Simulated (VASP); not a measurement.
Here is a VASP 6.6.1 calculation.

INCAR

```
SYSTEM = MgO
PREC = Accurate ; ENCUT = 600
EDIFF = 1E-6 ; ISMEAR = 0
SIGMA = 0.1 ; LREAL = .FALSE.
LASPH = .TRUE. ; NELM = 120
ALGO = Normal ; ISIF = 2
LWAVE = .FALSE. ; LCHARG = .FALSE.
NBANDS = 11 ; GGA_COMPAT = .FALSE.
```

Contents of KPOINTS:

```
Automatic mesh
0
G
  8 8 8
  0 0 0
```

POSCAR

```
MgO
1.0
    0.0000000000      2.1100000000      2.1100000000
    2.1100000000      0.0000000000      2.1100000000
    2.1100000000      2.1100000000      0.0000000000
Mg O
1 1
Direct
    0.0000000000      0.0000000000      0.0000000000
    0.5000000000      0.5000000000      0.5000000000
```

Potentials or basis: VASP PAW LDA potentials, release 64 (Mg, O).

Command:

```console
$ cat potpaw_LDA.64/Mg/POTCAR potpaw_LDA.64/O/POTCAR > POTCAR
$ mpirun -np 1 vasp_std > vasp.out
```

Q: What does it give for the pressure?

A: -8.8 GPa.

Q: Estimate the band gap on the k mesh.

A: 4.60 eV.

Caveat: the cell stands under tension.
